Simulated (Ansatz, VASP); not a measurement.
## One calculation of Se, two programs

```
CELL_PARAMETERS angstrom
4.36620 0.00000 0.00000
-2.18310 3.78124 0.00000
0.00000 0.00000 5.00314
ATOMIC_POSITIONS crystal
Se 0.22540 0.00000 0.33333
Se 0.00000 0.22540 0.66667
Se 0.77460 0.77460 0.00000
```

Change from the starting cell: zz strain of +1 %, PAW files.

Alike in both runs: task electric field gradients; functional LDA; k mesh 6 × 6 × 5; occupations fermi-dirac, width 0.03 eV; no spin polarisation.

|  | VASP | Ansatz |
| --- | --- | --- |
| version | VASP 6.6.1 | Ansatz 0.2.0 |
| potentials or method | VASP PAW LDA potentials, release 64 (Se) | PAW with Ansatz's default frozen-core files, scalar-relativistic |
| plane-wave cutoff (eV) | 520 | 420 |
| valence electrons in the cell | 18 | 48 |

|  | VASP | Ansatz | Ansatz less VASP |
| --- | --- | --- | --- |
| gap on the k mesh at the Fermi level (eV) | 1.20 | 1.21 | +0.004 |
| pressure (GPa) | -1.8 | -2.0 | -0.20 |
| traceless stress, the component that is largest in VASP (GPa) | 0.46 | 0.39 | -0.079 |
| rms of the force components (eV/Å) | 0.086 | 0.059 | -0.0269 |
| size of Vzz on the site where it differs most (V/Å²) | 494.8 | 508.8 | +14.00 |

LDA's correlation is that of Perdew and Zunger in VASP and of Perdew and Wang (1992) in Ansatz. Atom by atom the forces differ by 0.027 eV/Å (rms over components). VASP's potentials hold 18 valence electrons a cell and Ansatz's 48, so a difference there can come from the potentials and not from the codes.
